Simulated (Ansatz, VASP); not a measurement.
**ScPb3Cl6 in VASP and in Ansatz**

```xyz
10
Lattice="0.0000 5.3280 5.3280 5.3280 0.0000 5.3280 5.3280 5.3280 0.0000" Properties=species:S:1:pos:R:3 pbc="T T T"
Pb    2.6640    2.6640    2.6640
Pb    7.9919    7.9919    7.9919
Pb    5.3280    5.3280    5.3280
Cl    8.1198    5.3280    5.3280
Cl    5.3280    8.1198    5.3280
Cl    2.5361    5.3280    5.3280
Cl    5.3280    2.5361    5.3280
Cl    5.3280    5.3280    8.1198
Cl    5.3280    5.3280    2.5361
Sc    0.0000    0.0000    0.0000
```

Alike in both runs: task single point; functional PBE; k mesh 3 × 3 × 3; occupations fermi-dirac, width 0.1312 eV; no spin polarisation; Hubbard terms Sc d U = 8.0 eV.

|  | VASP | Ansatz |
| --- | --- | --- |
| version | VASP 6.6.1 | Ansatz 0.2.0 |
| potentials or method | VASP PAW PBE potentials, release 64 (Pb_d, Cl, Sc_sv), cutoff 520 eV | PAW plane waves |
| valence electrons in the cell | 95 | 95 |

|  | VASP | Ansatz | Ansatz less VASP |
| --- | --- | --- | --- |
| gap on the k mesh at the Fermi level (eV) | none | none | - |
| pressure (GPa) | 2.0 | 2.2 | +0.16 |
| rms of the force components (eV/Å) | 0.072 | 0.050 | -0.0218 |

The programs project onto different local orbitals, so the same U acts differently, and such runs can settle in different states. Atom by atom the forces differ by 0.022 eV/Å (rms over components). A gap of «none» marks a metal or a gap that the smearing closes. Ansatz's warnings: filled band counts differ across k points.

Neither program's run includes spin-orbit coupling.
